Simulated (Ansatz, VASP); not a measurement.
**Two plane-wave programs on MgTe4**

Contents of INCAR:

```
SYSTEM = MgTe4
PREC = Accurate
ENCUT = 520
EDIFF = 1E-7
ISMEAR = 0
SIGMA = 0.1
LREAL = .FALSE.
LASPH = .TRUE.
NELM = 80
ALGO = Normal
ISIF = 2
LWAVE = .FALSE.
LCHARG = .TRUE.
GGA = PE
LELF = .TRUE.
LVHAR = .TRUE.
NBANDS = 21
```

KPOINTS

```
regular mesh
0
G
  3 3 3
  0 0 0
```

The input POSCAR:

```
MgTe4
1.0
    3.3022395900      1.9065489100      4.5580308800
   -3.3022395900      1.9065489100      4.5580308800
    0.0000000000     -3.8130978300      4.5580308800
Mg Te
1 4
Direct
    0.0000000000      0.0000000000      0.0000000000
    0.0000000000      0.0000000000      0.5000000000
    0.5000000000      0.0000000000      0.0000000000
    0.0000000000      0.5000000000      0.0000000000
    0.5000000000      0.5000000000      0.5000000000
```

Input for Ansatz:

```yaml
crystal:
  lattice:
    - [3.30223959, 1.90654891, 4.55803088]
    - [-3.30223959, 1.90654891, 4.55803088]
    - [0.0, -3.81309783, 4.55803088]
  atoms:
    - { symbol: Mg, position: [0.0, 0.0, 0.0] }
    - { symbol: Te, position: [0.0, 0.0, 0.5] }
    - { symbol: Te, position: [0.5, 0.0, 0.0] }
    - { symbol: Te, position: [0.0, 0.5, 0.0] }
    - { symbol: Te, position: [0.5, 0.5, 0.5] }
basis:
  ecutwfc: 420
kpoints:
  mp_grid: { grid: [3, 3, 3] }
hamiltonian:
  xc: pbe
scf:
  occupations: { method: gaussian, width: 0.1 }
  lower_state_search: "off"
output:
  forces: true
  stress: true
  eigenvalues: true
```

Alike in both runs: task single point; functional PBE; k mesh 3 × 3 × 3; occupations gaussian, width 0.1 eV; no spin polarisation.

|  | VASP | Ansatz |
| --- | --- | --- |
| version | VASP 6.6.1 | Ansatz 0.2.0 |
| potentials or method | VASP PAW PBE potentials, release 64 (Mg, Te), cutoff 520 eV | scalar-relativistic, plane waves, PAW |
| valence electrons in the cell | 26 | 74 |

|  | VASP | Ansatz | Ansatz less VASP |
| --- | --- | --- | --- |
| gap on the k mesh at the Fermi level (eV) | none | none | - |
| pressure (GPa) | -1.2 | -1.2 | +0.06 |
| traceless stress, the component that is largest in VASP (GPa) | 0.18 | 0.18 | -0.006 |

A gap of «none» marks a metal or a gap that the smearing closes. VASP's potentials hold 26 valence electrons a cell and Ansatz's 74, so a difference there can come from the potentials and not from the codes.

The k mesh is coarse, so the values compare programs but aren't converged. Neither program's run includes spin-orbit coupling.
